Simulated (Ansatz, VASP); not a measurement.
## Te2Mo in VASP and in Ansatz

```xyz
3
Lattice="3.5970 0.0000 0.0000 -1.7985 3.1151 0.0000 0.0000 0.0000 33.2699" Properties=species:S:1:pos:R:3 pbc="T T T"
Te    0.0000    2.0767   15.0069
Te    0.0000    2.0767   18.2629
Mo    1.7985    1.0384   16.6349
```

Alike in both runs: task single point; functional PBE; dispersion D3(BJ); k mesh 9 × 9 × 1; occupations gaussian, width 0.02 eV; no spin polarisation.

|  | VASP | Ansatz |
| --- | --- | --- |
| version | VASP 6.6.1 | Ansatz 0.2.0 |
| potentials or method | VASP PAW PBE potentials, release 64 (Te, Mo_sv), cutoff 520 eV | scalar-relativistic, plane waves, PAW |
| valence electrons in the cell | 26 | 46 |

Ansatz gave:

```
gap on the k mesh at the Fermi level (eV) : 0.52
least direct gap on the mesh (eV)         : 0.79
rms of the force components (eV/Å)        : 1.228
```

Task: What did VASP give for the same quantities?

Result: gap on the k mesh at the Fermi level (eV): 0.50; least direct gap on the mesh (eV): 0.78; rms of the force components (eV/Å): 1.243.

VASP's potentials hold 26 valence electrons a cell and Ansatz's 46, so a difference there can come from the potentials and not from the codes.

Spin-orbit coupling is off throughout.
